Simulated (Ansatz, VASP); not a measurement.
# Two plane-wave programs on Al2O3

The input INCAR:

```
SYSTEM = Al2O3
PREC = Accurate ; ENCUT = 520
EDIFF = 1E-6 ; ISMEAR = -1
SIGMA = 0.05 ; LREAL = .False.
LASPH = .True. ; NELM = 80
ALGO = Normal ; ISIF = 2
LWAVE = .False. ; LCHARG = .False.
GGA = PE ; NBANDS = 35
```

File KPOINTS:

```
Automatic mesh
0
Gamma
  7 7 7
  0 0 0
```

Contents of POSCAR:

```
Al2O3
1.0
    2.4115726709      1.3923221307      4.3888714495
   -2.4115726709      1.3923221307      4.3888714495
    0.0000000000     -2.7846442615      4.3888714495
Al O
4 6
Direct
    0.8521600000      0.8521600000      0.8521600000
    0.6478400000      0.6478400000      0.6478400000
    0.1478400000      0.1478400000      0.1478400000
    0.3521600000      0.3521600000      0.3521600000
    0.0566800000      0.7500000000      0.4433200000
    0.7500000000      0.4433200000      0.0566800000
    0.4433200000      0.0566800000      0.7500000000
    0.9433200000      0.2500000000      0.5566800000
    0.2500000000      0.5566800000      0.9433200000
    0.5566800000      0.9433200000      0.2500000000
```

File input.yaml:

```yaml
crystal:
  lattice:
    - [2.4115726709, 1.3923221307, 4.3888714495]
    - [-2.4115726709, 1.3923221307, 4.3888714495]
    - [0.0, -2.7846442615, 4.3888714495]
  atoms:
    - { symbol: Al, position: [0.85216, 0.85216, 0.85216] }
    - { symbol: Al, position: [0.64784, 0.64784, 0.64784] }
    - { symbol: Al, position: [0.14784, 0.14784, 0.14784] }
    - { symbol: Al, position: [0.35216, 0.35216, 0.35216] }
    - { symbol: O, position: [0.05668, 0.75, 0.44332] }
    - { symbol: O, position: [0.75, 0.44332, 0.05668] }
    - { symbol: O, position: [0.44332, 0.05668, 0.75] }
    - { symbol: O, position: [0.94332, 0.25, 0.55668] }
    - { symbol: O, position: [0.25, 0.55668, 0.94332] }
    - { symbol: O, position: [0.55668, 0.94332, 0.25] }
hamiltonian:
  xc: pbe
  pseudopotentials: { kind: nc }
kpoints:
  mp_grid: { grid: [7, 7, 7] }
scf:
  occupations: { method: fermi_dirac, width: 0.05 }
output:
  forces: true
  stress: true
  eigenvalues: true
```

Alike in both runs: task single point; functional PBE; k mesh 7 × 7 × 7; occupations fermi-dirac, width 0.05 eV; no spin polarisation.

|  | VASP | Ansatz |
| --- | --- | --- |
| version | VASP 6.6.1 | Ansatz 0.2.0 |
| potentials or method | VASP PAW PBE potentials, release 64 (Al, O) | Ansatz NC |
| plane-wave cutoff (eV) | 520 | 1240 |
| valence electrons in the cell | 48 | 48 |

Ansatz gave:

```
gap on the k mesh at the Fermi level (eV)                     : 5.75
least direct gap on the mesh (eV)                             : 5.75
pressure (GPa)                                                : -2.3
traceless stress, the component that is largest in VASP (GPa) : 0.04
rms of the force components (eV/Å)                            : 0.032
```

Task: Which values does VASP return?

Result: gap on the k mesh at the Fermi level (eV): 5.73; least direct gap on the mesh (eV): 5.73; pressure (GPa): -2.3; traceless stress, the component that is largest in VASP (GPa): 0.06; rms of the force components (eV/Å): 0.027.

Atom by atom the forces differ by 0.007 eV/Å (rms over components).

Noted on Ansatz's run: odd divisions of the mesh miss points on the zone boundary, where band edges often lie, so the gap on the mesh can be too wide.
